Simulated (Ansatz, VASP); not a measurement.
# SnO: VASP beside Ansatz

INCAR

```
SYSTEM = SnO
PREC = Accurate
ENCUT = 520
EDIFF = 1E-6
ISMEAR = 0
SIGMA = 0.02
LREAL = .FALSE.
LASPH = .TRUE.
NELM = 100
ALGO = Normal
ISIF = 2
LWAVE = .FALSE.
LCHARG = .FALSE.
LDIPOL = .TRUE.
IDIPOL = 3
DIPOL = 0.5 0.5 0.500
GGA = PE
IVDW = 12
NBANDS = 28
```

KPOINTS

```
Automatic mesh
0
G
  6 6 1
  0 0 0
```

File POSCAR:

```
SnO
1.0
    3.8710000000      0.0000000000      0.0000000000
    0.0000000000      3.8710000000      0.0000000000
    0.0000000000      0.0000000000     30.6327602731
Sn O
2 2
Direct
    0.7500000000      0.2500000000      0.4594225271
    0.2500000000      0.7500000000      0.5405774729
    0.2500000000      0.2500000000      0.5000000000
    0.7500000000      0.7500000000      0.5000000000
```

Input for Ansatz:

```yaml
crystal:
  lattice:
    - [3.871, 0.0, 0.0]
    - [0.0, 3.871, 0.0]
    - [0.0, 0.0, 30.6327602731]
  atoms:
    - { symbol: Sn, position: [0.75, 0.25, 0.4594225271] }
    - { symbol: O, position: [0.25, 0.25, 0.5] }
    - { symbol: O, position: [0.75, 0.75, 0.5] }
    - { symbol: Sn, position: [0.25, 0.75, 0.5405774729] }
  periodic: [true, true, false]
basis:
  ecutwfc: 420
kpoints:
  mp_grid: { grid: [6, 6, 1] }
hamiltonian:
  xc: pbe
  pseudopotentials: { kind: paw, azcp: { folder: soft_1 } }
  dispersion: d3bj
scf:
  occupations: { method: gaussian, width: 0.02 }
output:
  forces: true
  stress: true
  eigenvalues: true
  write_density: true
  write_potential: true
  elf: true
  volumetric_format: npy
```

Alike in both runs: task single point; functional PBE; dispersion D3(BJ); k mesh 6 × 6 × 1; occupations gaussian, width 0.02 eV; no spin polarisation.

|  | VASP | Ansatz |
| --- | --- | --- |
| version | VASP 6.6.1 | Ansatz 0.2.0 |
| potentials or method | VASP PAW PBE potentials, release 64 (Sn_d, O), cutoff 520 eV | scalar-relativistic, plane waves, PAW |
| valence electrons in the cell | 40 | 40 |

```tsv
	VASP	Ansatz	Ansatz less VASP
gap on the k mesh at the Fermi level (eV)	2.99	3.00	+0.009
least direct gap on the mesh (eV)	3.10	3.13	+0.027
rms of the force components (eV/Å)	0.494	0.525	+0.0314
```

Ansatz's warnings: xc potential rough in thin density.
